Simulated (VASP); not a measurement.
SnSe, 2 atoms in the cell. Symmetry: Fm-3m, No. 225, cubic system. The conventional cell has a = 5.980 Å, b = 5.980 Å, c = 5.980 Å, α = 90.00°, β = 90.00°, γ = 90.00°. Within 3.9 Å of Sn (site symmetry m-3m) lie 6 Se at 2.99 Å. Se (site symmetry m-3m) has 6 Sn at 2.99 Å within 3.9 Å.  This cell differs from its parent crystal: volume scaled by 0.98, then relaxed in part.

| Property | Result |
| --- | --- |
| Program | VASP 6.6.1 |
| Task | single point |
| Functional | PBE |
| Potentials or basis | VASP PAW PBE potentials, release 64 (Sn_d, Se) |
| Cutoff | 500 eV |
| k mesh | 13 × 13 × 13 |
| Occupations | fermi-dirac, width 0.02 eV |
| Spin | no spin polarisation |
| Dipole correction | no |
| Further INCAR settings | ALGO = Normal; EDIFF = 1e-06; NBANDS = 17 |

Potentials or basis: VASP PAW PBE potentials, release 64 (Sn_d, Se).

The run is started by

```bash
$ cat potpaw_PBE.64/Sn_d/POTCAR potpaw_PBE.64/Se/POTCAR > POTCAR
$ mpirun -np 1 vasp_std > vasp.out
```

Hardware: 1 thread of Intel(R) Xeon(R) 6975P-C (Granite Rapids), on a shared host.

**Question.** How long does it take, and how much memory?

**Answer.** Wall time 21 s on 1 thread of Intel(R) Xeon(R) 6975P-C (Granite Rapids), with other jobs on the host, peak memory 0.22 GiB. Counts: scf iterations 12, k points 84.
